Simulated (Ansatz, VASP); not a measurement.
# One calculation of V, two programs

```
V
1.0
     4.48024    0.00000    0.00000
    -2.24012    3.88000    0.00000
     0.00000    0.00000    2.37218
V
3
Direct
  0.00000 0.00000 0.00000
  0.33333 0.66667 0.50000
  0.66667 0.33333 0.50000
```

Alike in both runs: task single point; functional LDA; k mesh 9 × 9 × 15; occupations fermi-dirac, width 0.1 eV; no spin polarisation.

|  | VASP | Ansatz |
| --- | --- | --- |
| version | VASP 6.6.1 | Ansatz 0.2.0 |
| potentials or method | VASP PAW LDA potentials, release 64 (V_sv), cutoff 520 eV | plane waves (420 eV) with PAW, scalar-relativistic |
| valence electrons in the cell | 39 | 39 |

|  | VASP | Ansatz | Ansatz less VASP |
| --- | --- | --- | --- |
| pressure (GPa) | -13.1 | -13.6 | -0.45 |
| traceless stress, the component that is largest in VASP (GPa) | -0.02 | -0.25 | -0.229 |

Ansatz warns that its potentials were made for another functional, while VASP's fit it. LDA's correlation is that of Perdew and Zunger in VASP and of Perdew and Wang (1992) in Ansatz.
